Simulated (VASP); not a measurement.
# KI: single point with PBE

KI:

```
K I
1.0
     0.02203    3.52455    3.52455
     3.54658    0.00000    3.54658
     3.52455    3.52455    0.02203
K I
1 1
Cartesian
  0.0000 0.0000 0.0000
  3.5466 3.5246 3.5466
```

This cell differs from its parent crystal: strain +0.0125 x Voigt [0, 0, 0, 0, 1, 0].

```json
{
 "Program": "VASP 6.6.1",
 "Task": "single point",
 "Functional": "PBE",
 "Potentials or basis": "VASP PAW PBE potentials, release 64 (K_sv, I)",
 "Cutoff": "520 eV",
 "k mesh": "6 × 6 × 6",
 "Occupations": "gaussian, width 0.05 eV",
 "Spin": "no spin polarisation",
 "Dipole correction": "no",
 "Further INCAR settings": "ALGO = Normal; EDIFF = 1e-06; NBANDS = 15"
}
```

| Item | Value |
| --- | --- |
| Pressure | 0.7 GPa |
| Band gap on the k mesh | 3.96 eV |

Levels at points of the mesh, in eV from the valence-band top:
| k point | band 4 | band 5 | band 6 | band 7 | band 8 | band 9 | band 10 | band 11 | band 12 | band 13 |
| --- | --- | --- | --- | --- | --- | --- | --- | --- | --- | --- |
| (0.00, 0.00, 0.00) | -11.99 | -10.53 | -0.03 | -0.02 | 0.00 | 3.96 | 6.43 | 6.48 | 6.52 | 7.20 |
| (0.50, 0.00, 0.00) | -12.00 | -10.24 | -1.35 | -0.38 | -0.36 | 5.51 | 7.73 | 8.09 | 8.15 | 8.68 |
| (0.00, 0.50, 0.00) | -12.00 | -10.24 | -1.35 | -0.36 | -0.34 | 5.52 | 7.70 | 8.13 | 8.19 | 8.66 |
| (0.50, 0.50, 0.00) | -12.01 | -10.38 | -1.02 | -0.39 | -0.39 | 4.91 | 5.77 | 8.09 | 8.72 | 8.82 |
| (0.50, 0.00, 0.50) | -12.01 | -10.38 | -1.02 | -0.41 | -0.36 | 4.91 | 5.77 | 8.09 | 8.72 | 8.83 |

Wall time 110 s on 1 thread of AMD EPYC 7R13 (shared host), peak memory 0.23 GiB.

Caveat: the cell differs from its parent crystal (strain +0.0125 x Voigt [0, 0, 0, 0, 1, 0]); spin-orbit coupling is left out, which moves the levels of the heavy elements.
